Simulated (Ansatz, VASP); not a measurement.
## Two plane-wave programs on Rh

POSCAR

```
Rh
1.0
   -0.0909117911      1.8571980184      1.8571980184
    1.8571980184     -0.0909117911      1.8571980184
    1.8571980184      1.8571980184     -0.0909117911
Rh
1
Direct
    0.0000000000      0.0000000000      0.0000000000
```

File INCAR.step1:

```
SYSTEM = Rh
ALGO = Normal
EDIFF = 1E-4
ENCUT = 520
GGA = PE
ISMEAR = 0
LASPH = .TRUE.
LCHARG = .FALSE.
LREAL = .FALSE.
LWAVE = .TRUE.
NBANDS = 14
NELM = 80
PREC = Accurate
SIGMA = 0.15
```

Contents of INCAR.step2:

```
SYSTEM = Rh
ALGO = Normal
EDIFF = 1E-7
ENCUT = 520
ISIF = 2
ISMEAR = 0
ISTART = 1
LASPH = .TRUE.
LCHARG = .FALSE.
LMIXTAU = .TRUE.
LREAL = .FALSE.
LWAVE = .FALSE.
METAGGA = R2SCAN
NBANDS = 14
NELM = 80
PREC = Accurate
SIGMA = 0.15
```

KPOINTS

```
k-points
0
G
  8 8 8
  0 0 0
```

Input for Ansatz:

```yaml
crystal:
  lattice:
    - [-0.0909117911, 1.8571980184, 1.8571980184]
    - [1.8571980184, -0.0909117911, 1.8571980184]
    - [1.8571980184, 1.8571980184, -0.0909117911]
  atoms:
    - { symbol: Rh, position: [0.0, 0.0, 0.0] }
basis:
  ecutwfc: 500
kpoints:
  mp_grid: { grid: [8, 8, 8] }
hamiltonian:
  xc: r2scan
scf:
  occupations: { method: gaussian, width: 0.15 }
output:
  forces: true
  stress: true
  eigenvalues: true
```

Alike in both runs: task single point; functional r2SCAN; k mesh 8 × 8 × 8; occupations gaussian, width 0.15 eV; no spin polarisation.

|  | VASP | Ansatz |
| --- | --- | --- |
| version | VASP 6.6.1 | Ansatz 0.2.0 |
| potentials or method | VASP PAW PBE potentials, release 64 (Rh_pv), cutoff 520 eV | scalar-relativistic, plane waves, PAW |
| valence electrons in the cell | 15 | 17 |

```csv
,VASP,Ansatz,Ansatz less VASP
gap on the k mesh at the Fermi level (eV),none,none,-
pressure (GPa),3.3,2.0,-1.25
"traceless stress, the component that is largest in VASP (GPa)",9.03,8.90,-0.121
```

VASP's potentials were made for PBE, not for r2SCAN. A gap of «none» marks a metal or a gap that the smearing closes. The functional is the same, so the differences come from potentials, cutoffs and numerics. VASP's potentials hold 15 valence electrons a cell and Ansatz's 17, so a difference there can come from the potentials and not from the codes.
